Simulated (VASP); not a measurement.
# CdS (Pm-3m) in VASP: further runs

Runs on CdS. Level: PBE. Tasks: single point.

All numbers are computed with VASP 6.6.1; they aren't measurements. Logs are shortened: lines on timing, memory, paths and dates and some standing lists are left out, and cuts for length are marked.

## 1. The cell of the first run

It takes space group Pm-3m (No. 221, cubic). Conventional cell: a = 3.387 Å, b = 3.387 Å, c = 3.387 Å, α = 90.00°, β = 90.00°, γ = 90.00°. Cd (site symmetry m-3m) has 8 S at 2.93 Å and 6 Cd at 3.39 Å within 3.9 Å. S (site symmetry m-3m) has 8 Cd at 2.93 Å and 6 S at 3.39 Å within 3.9 Å.

## 2. Single point, PBE

Input file INCAR:

```
PREC = Accurate
ENCUT = 520
EDIFF = 1E-6
ISMEAR = -1
SIGMA = 0.02
LREAL = F
LASPH = T
NELM = 60
ALGO = Normal
ISIF = 2
LWAVE = F
LCHARG = T
GGA = PE
LELF = T
LVHAR = T
NBANDS = 16
```

Input file KPOINTS:

```
Automatic mesh
0
Gamma
  6 6 6
```

Input file POSCAR:

```
CdS
1.0
    3.3869086123      0.0000000000      0.0000000000
    0.0000000000      3.3869086123      0.0000000000
    0.0000000000      0.0000000000      3.3869086123
Cd S
1 1
Direct
    0.0000000000      0.0000000000      0.0000000000
    0.5000000000      0.5000000000      0.5000000000
```

Potentials or basis: VASP PAW PBE potentials, release 64 (Cd, S).

Launch:

```bash
cat potpaw_PBE.64/Cd/POTCAR potpaw_PBE.64/S/POTCAR > POTCAR
mpirun -np 1 vasp_std > vasp.out
```

OUTCAR:

```text
PREC = Accurate
   ENCUT = 520
   EDIFF = 1E-6
   ISMEAR = -1
   LREAL = F
   LASPH = T
   NELM = 60
   ISIF = 2
   GGA = PE

 ion  position               nearest neighbor table
   1  0.000  0.000  0.000-   2 2.93   2 2.93   2 2.93   2 2.93   2 2.93   2 2.93   2 2.93   2 2.93

   2  0.500  0.500  0.500-   1 2.93   1 2.93   1 2.93   1 2.93   1 2.93   1 2.93   1 2.93   1 2.93

  LATTYP: Found a simple cubic cell.
 ALAT       =     3.3869086123

  Lattice vectors:

 A1 = (   3.3869086123,   0.0000000000,   0.0000000000)
 A2 = (   0.0000000000,   3.3869086123,   0.0000000000)
 A3 = (   0.0000000000,   0.0000000000,   3.3869086123)

Analysis of symmetry for initial positions (statically):
=====================================================================
 Subroutine PRICEL returns:
 Original cell was already a primitive cell.

 Routine SETGRP: Setting up the symmetry group for a
 simple cubic supercell.

 Subroutine GETGRP returns: Found 48 space group operations
[... 9 lines left out ...]

 Routine SETGRP: Setting up the symmetry group for a
 simple cubic supercell.

 Subroutine GETGRP returns: Found 48 space group operations
[... 11 lines left out ...]
                                     Primitive cell

  volume of cell :      38.8517

  direct lattice vectors                    reciprocal lattice vectors
     3.386908612  0.000000000  0.000000000     0.295254497  0.000000000  0.000000000
     0.000000000  3.386908612  0.000000000     0.000000000  0.295254497  0.000000000
     0.000000000  0.000000000  3.386908612     0.000000000  0.000000000  0.295254497

  length of vectors
     3.386908612  3.386908612  3.386908612     0.295254497  0.295254497  0.295254497

  position of ions in fractional coordinates (direct lattice)
     0.000000000  0.000000000  0.000000000
     0.500000000  0.500000000  0.500000000

  ion indices of the primitive-cell ions
   primitive index   ion index
                 1           1
                 2           2

----------------------------------------------------------------------------------------

 KPOINTS: Automatic mesh

Automatic generation of k-mesh.
 Grid dimensions read from file:
 generate k-points for:    6    6    6

 Generating k-lattice:

  Cartesian coordinates                     Fractional coordinates (reciprocal lattice)
     0.049209083  0.000000000  0.000000000     0.166666667  0.000000000  0.000000000
     0.000000000  0.049209083  0.000000000     0.000000000  0.166666667  0.000000000
     0.000000000  0.000000000  0.049209083     0.000000000  0.000000000  0.166666667

  Length of vectors
     0.049209083  0.049209083  0.049209083

  Shift w.r.t. Gamma in fractional coordinates (k-lattice)
     0.000000000  0.000000000  0.000000000

 Subroutine IBZKPT returns following result:
 ===========================================

 Found     20 irreducible k-points:

 Following reciprocal coordinates:
            Coordinates               Weight
  0.000000  0.000000  0.000000      1.000000
  0.166667  0.000000  0.000000      6.000000
  0.333333  0.000000  0.000000      6.000000
  0.500000  0.000000  0.000000      3.000000
  0.166667  0.166667  0.000000     12.000000
  0.333333  0.166667  0.000000     24.000000
[... 12 lines left out ...]
  0.500000  0.500000  0.333333      6.000000
  0.500000  0.500000  0.500000      1.000000
   k-points           NKPTS =     20   k-points in BZ     NKDIM =     20   number of bands    NBANDS=     16
   number of dos      NEDOS =    301   number of ions     NIONS =      2
   total plane-waves  NPLWV =  21952
   dimension x,y,z NGX =    28 NGY =   28 NGZ =   28
   dimension x,y,z NGXF=    56 NGYF=   56 NGZF=   56
   ions per type =               1   1
   NGX,Y,Z   is equivalent  to a cutoff of  13.74, 13.74, 13.74 a.u.
   NGXF,Y,Z  is equivalent  to a cutoff of  27.49, 27.49, 27.49 a.u.
 SYSTEM =  unknown system
   PREC   = accura    normal or accurate (medium, high low for compatibility)
   ISTART =      0    job   : 0-new  1-cont  2-samecut
   ICHARG =      2    charge: 1-file 2-atom 10-const
   ISPIN  =      1    spin polarized calculation?
   LNONCOLLINEAR =      F non collinear calculations
   LSORBIT =      F    spin-orbit coupling
   LASPH  =      T    aspherical Exc in radial PAW
   ENCUT  =  520.0 eV  38.22 Ry    6.18 a.u.   6.30  6.30  6.30*2*pi/ulx,y,z
   NELM   =     60;   NELMIN=  2; NELMDL= -5     # of ELM steps
   EDIFF  = 0.1E-05   stopping-criterion for ELM
   LREAL  =      F    real-space projection
   EDIFFG = 0.1E-04   stopping-criterion for IOM
   NSW    =      0    number of steps for IOM
   IBRION =     -1    ionic relax: 0-MD 1-quasi-New 2-CG
   NFREE  =      0    steps in history (QN), initial steepest desc. (CG)
   ISIF   =      2    stress and relaxation
   ISYM   =      2    0-nonsym 1-usesym 2-fastsym
   POTIM  = 0.5000    time-step for ionic-motion
   TEBEG  =    0.0;   TEEND  =   0.0 temperature during run
   PSTRESS=    0.0 pullay stress
   NELECT =      18.0000    total number of electrons
   NUPDOWN=      -1.0000    fix difference up-down
   EMIN   =  10.00;   EMAX   =-10.00  energy-range for DOS
   EFERMI =   0.00;   METHOD = LEGACY
   ISMEAR =    -1;   SIGMA  =   0.02  broadening in eV -4-tet -1-fermi 0-gaus
   EFERMI_NEDOS =   21; number of points for ismear=-14 and -15
   IALGO  =     38    algorithm
   IMIX   =      4    mixing-type and parameters
     AMIX     =   0.40;   BMIX     =  1.00
     AMIX_MAG =   1.60;   BMIX_MAG =  1.00
  volume/ion in A,a.u.               =      19.43       131.09
  Fermi-wavevector in a.u.,A,eV,Ry     =   1.266763  2.393836 21.833128  1.604690
  Thomas-Fermi vector in A             =   2.399947
   LORBIT       =      0    0 simple, 1 ext, 2 COOP (PROOUT), +10 PAW based schemes
   GGA     = PE    functional components
   LHFCALC =     F    Hartree Fock is set to
   AEXX    =    0.0000 exact exchange contribution
   IVDW    =     0    specifies the selected vdW correction
   LEPSILON=     F    determine dielectric tensor
   LRPA    =     F    only Hartree local field effects (RPA)
 non-spin polarized calculation
  energy-cutoff  :      520.00
  volume of cell :       38.85
 maximum number of plane-waves:      1068
 NGX is ok and might be reduce to    28
   NGX = 13   NGY = 13   NGZ = 13

 number of electron      17.9999993 magnetization

 Free energy of the ion-electron system (eV)
  ---------------------------------------------------
  ext. energy  EPLUGINS =         0.00000000
  ---------------------------------------------------
  free energy    TOTEN  =        -4.86128578 eV

  energy without entropy =       -4.85767347  energy(sigma->0) =       -4.85947962

 E-fermi :   4.1132     XC(G=0): -10.8073

 val. band max:        4.1050896814   @ k =   0.5000   0.3333   0.0000
 cond. band min:       4.1138816124   @ k =   0.5000   0.5000   0.0000
 fundamental gap:      0.0087919310
 Fermi energy:         4.1131750470

 k-point     1 :       0.0000    0.0000    0.0000
  band No.  band energies     occupation
      1      -9.4087      2.00000
      2      -4.8044      2.00000
      3      -4.8044      2.00000
      4      -4.2078      2.00000
      5      -4.2078      2.00000
      6      -4.2078      2.00000
[... 8 lines left out ...]
     15      15.8026      0.00000
     16      18.5505      0.00000

 k-point     2 :       0.1667    0.0000    0.0000
  band No.  band energies     occupation
      1      -9.1856      2.00000
      2      -4.7875      2.00000
      3      -4.7242      2.00000
      4      -4.2801      2.00000
      5      -4.2801      2.00000
      6      -4.2011      2.00000
[... 8 lines left out ...]
     15      15.0631      0.00000
     16      18.5385      0.00000

 k-point     3 :       0.3333    0.0000    0.0000
  band No.  band energies     occupation
      1      -8.6471      2.00000
      2      -4.7534      2.00000
      3      -4.6272      2.00000
      4      -4.4173      2.00000
      5      -4.4173      2.00000
      6      -4.1877      2.00000
[... 8 lines left out ...]
     15      17.1103      0.00000
     16      17.2131      0.00000

 k-point     4 :       0.5000    0.0000    0.0000
  band No.  band energies     occupation
      1      -8.3026      2.00000
      2      -4.7363      2.00000
      3      -4.6618      2.00000
      4      -4.4826      2.00000
      5      -4.4826      2.00000
      6      -4.1810      2.00000
[... 8 lines left out ...]
     15      16.3474      0.00000
     16      18.5005      0.00000

 k-point     5 :       0.1667    0.1667    0.0000
  band No.  band energies     occupation
      1      -8.9824      2.00000
      2      -4.7451      2.00000
      3      -4.6577      2.00000
      4      -4.3327      2.00000
      5      -4.2854      2.00000
      6      -4.2506      2.00000
[... 8 lines left out ...]
     15      15.8216      0.00000
     16      17.1089      0.00000

 k-point     6 :       0.3333    0.1667    0.0000
  band No.  band energies     occupation
      1      -8.5057      2.00000
      2      -4.7087      2.00000
      3      -4.5338      2.00000
      4      -4.3977      2.00000
      5      -4.3797      2.00000
      6      -4.2420      2.00000
[... 8 lines left out ...]
     15      16.9872      0.00000
     16      17.2423      0.00000
[... 191 lines left out ...]
 k-point    17 :       0.3333    0.3333    0.3333
  band No.  band energies     occupation
      1      -7.6811      2.00000
      2      -4.7144      2.00000
      3      -4.7144      2.00000
      4      -4.2232      2.00000
      5      -4.2232      2.00000
      6      -4.1423      2.00000
[... 8 lines left out ...]
     15      16.9332      0.00000
     16      17.2509      0.00000

 k-point    18 :       0.5000    0.3333    0.3333
  band No.  band energies     occupation
      1      -7.4700      2.00000
      2      -4.8136      2.00000
      3      -4.7151      2.00000
      4      -4.2650      2.00000
      5      -4.2155      2.00000
      6      -4.0912      2.00000
[... 8 lines left out ...]
     15      17.4809      0.00000
     16      19.4295      0.00000

 k-point    19 :       0.5000    0.5000    0.3333
  band No.  band energies     occupation
      1      -7.2262      2.00000
      2      -4.8135      2.00000
      3      -4.8135      2.00000
      4      -4.5338      2.00000
      5      -4.1510      2.00000
      6      -4.0035      2.00000
[... 8 lines left out ...]
     15      20.2491      0.00000
     16      20.2491      0.00000

 k-point    20 :       0.5000    0.5000    0.5000
  band No.  band energies     occupation
      1      -6.8440      2.00000
      2      -4.9303      2.00000
      3      -4.9303      2.00000
      4      -4.9303      2.00000
      5      -4.0008      2.00000
      6      -4.0008      2.00000
[... 8 lines left out ...]
     15      21.4733      0.00000
     16      21.4733      0.00000

------------------------ aborting loop because EDIFF is reached ----------------------------------------

  FORCE on cell =-STRESS in cart. coord.  units (eV):
  Direction    XX          YY          ZZ          XY          YZ          ZX
  --------------------------------------------------------------------------------------
  -------------------------------------------------------------------------------------
  Total        0.4910291      0.4910291      0.4910291      0.0000000      0.0000000     -0.0000000
  in kB       20.2491774     20.2491774     20.2491774      0.0000000      0.0000000     -0.0000000
  external PRESSURE =      20.2491774 kB  Pullay stress =       0.0000000 kB

 VOLUME and BASIS-vectors are now :
 -----------------------------------------------------------------------------
  energy-cutoff  :      520.00
  volume of cell :       38.85
      direct lattice vectors                 reciprocal lattice vectors
     3.386908612  0.000000000  0.000000000     0.295254497  0.000000000  0.000000000
     0.000000000  3.386908612  0.000000000     0.000000000  0.295254497  0.000000000
     0.000000000  0.000000000  3.386908612     0.000000000  0.000000000  0.295254497

 POSITION                                       TOTAL-FORCE (eV/Angst)
 -----------------------------------------------------------------------------------
      0.00000      0.00000      0.00000         0.000000      0.000000      0.000000
      1.69345      1.69345      1.69345         0.000000      0.000000      0.000000
 -----------------------------------------------------------------------------------
    total drift:                               -0.000000      0.000000      0.000000

  FREE ENERGIE OF THE ION-ELECTRON SYSTEM (eV)
  ---------------------------------------------------
  free  energy   TOTEN  =        -4.8612857761 eV

  energy  without entropy=       -4.8576734652  energy(sigma->0) =       -4.85947962
```

It took 10 s on 1 thread of AMD EPYC 7R13 (Zen 3), shared host; peak memory 0.13 GiB.

What came out:

| Item | Value |
| --- | --- |
| Free energy | -4.8613 eV |
| Pressure | 2.0 GPa |
| Band gap on the k mesh | zero (band 9 reaches 4.11 eV, above the bottom of band 10 at 3.07 eV) |

## 3. Single point, PBE

Input file INCAR:

```
SYSTEM = CdS
PREC = Accurate
ENCUT = 520
EDIFF = 1E-6
ISMEAR = -1
SIGMA = 0.02
LREAL = .False.
LASPH = .True.
NELM = 80
ALGO = Normal
ISIF = 2
LWAVE = .False.
LCHARG = .False.
GGA = PE
NBANDS = 16
```

Input file KPOINTS:

```
regular mesh
0
Gamma
  6 6 6
  0 0 0
```

POSCAR is that of step 2.

Potentials or basis: VASP PAW PBE potentials, release 64 (Cd, S).

Launch:

```bash
cat potpaw_PBE.64/Cd/POTCAR potpaw_PBE.64/S/POTCAR > POTCAR
mpirun -np 1 vasp_std > vasp.out
```

Wall time 11 s (1 thread of AMD EPYC 7R13 (Zen 3), shared host); peak memory 0.13 GiB.

It converged, with:

- Free energy: -4.8613 eV
- Pressure: 2.0 GPa
- Band gap on the k mesh: zero (band 9 reaches 4.11 eV, above the bottom of band 10 at 3.07 eV)

Levels at points of the mesh, in eV from the Fermi level:
| k point | band 7 | band 8 | band 9 | band 10 | band 11 | band 12 |
| --- | --- | --- | --- | --- | --- | --- |
| (0.00, 0.00, 0.00) | -1.27 | -1.27 | -1.27 | -1.04 | 6.54 | 6.54 |
| (0.50, 0.00, 0.00) | -6.02 | -0.03 | -0.03 | 3.26 | 4.43 | 7.19 |
| (0.50, 0.50, 0.00) | -4.54 | -4.54 | -1.09 | 0.00 | 7.62 | 7.62 |
| (0.50, 0.50, 0.50) | -2.10 | -2.10 | -2.10 | 1.66 | 1.66 | 1.66 |
